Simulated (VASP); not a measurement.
Crystal: PbF2.

```
Pb F
1.0
     0.00000    2.94377    2.94377
     2.94377    0.00000    2.94377
     2.94377    2.94377    0.00000
Pb F
1 2
Direct
  0.00000 0.00000 0.00000
  0.75000 0.75000 0.75000
  0.25000 0.25000 0.25000
```

Base run:

| Property | Result |
| --- | --- |
| Program | VASP 6.6.1 |
| Functional | PBEsol |
| Potentials or basis | VASP PAW PBE potentials, release 64 (Pb_d, F) |
| Cutoff | 520 eV |
| k mesh | 8 × 8 × 8 |
| Occupations | fermi-dirac, width 0.05 eV |
| Spin | no spin polarisation |

Its results: band gap on the k mesh 4.30 eV (least direct gap 4.45 eV); pressure 0.2 GPa.

The run is repeated on the same cell with these changes: functional from PBEsol to PBE; cutoff from 520 eV to 600 eV; further incar settings from ALGO = Normal; EDIFF = 1e-07; NBANDS = 21 to ALGO = Normal; EDIFF = 1e-06; NBANDS = 21. What comes out?

Band gap on the k mesh 4.41 eV (least direct gap 4.56 eV); pressure 4.1 GPa.

Caveats: spin-orbit coupling is left out, which moves the levels of the heavy elements; the PAW data sets were made with another functional, which shifts forces and pressure a little (at least some runs); the cell stands under pressure (at least some runs).

A k mesh can miss the band edges.
